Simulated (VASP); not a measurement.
Here is a VASP 6.6.1 calculation.

INCAR

```
PREC     = Accurate       # precision mode
ENCUT    = 520            # plane-wave cutoff, eV
EDIFF    = 1E-6           # SCF threshold, eV
ISMEAR   = -1             # smearing method
SIGMA    = 0.15           # smearing width, eV
LREAL    = F              # projectors in reciprocal space
LASPH    = T              # aspherical terms in the spheres
NELM     = 100            # most SCF steps
ALGO     = Normal         # electronic algorithm
ISIF     = 2              # what is computed and relaxed
LWAVE    = F              # write WAVECAR
LCHARG   = F              # write CHGCAR
GGA      = CA             # functional
NBANDS   = 12             # bands
```

KPOINTS

```
regular mesh
0
Gamma
  16 16 16
```

POSCAR

```
Ta
1.0
   -1.6277989836      1.6277989836      1.6277989836
    1.6277989836     -1.6277989836      1.6277989836
    1.6277989836      1.6277989836     -1.6277989836
Ta
1
Direct
    0.0000000000      0.0000000000      0.0000000000
```

Potentials or basis: VASP PAW LDA potentials, release 64 (Ta_pv).

Command:

```sh
$ cat potpaw_LDA.64/Ta_pv/POTCAR > POTCAR
$ mpirun -np 1 vasp_std > vasp.out
```

**Question.** What does it give for the pressure?

**Answer.** 0.9 GPa.
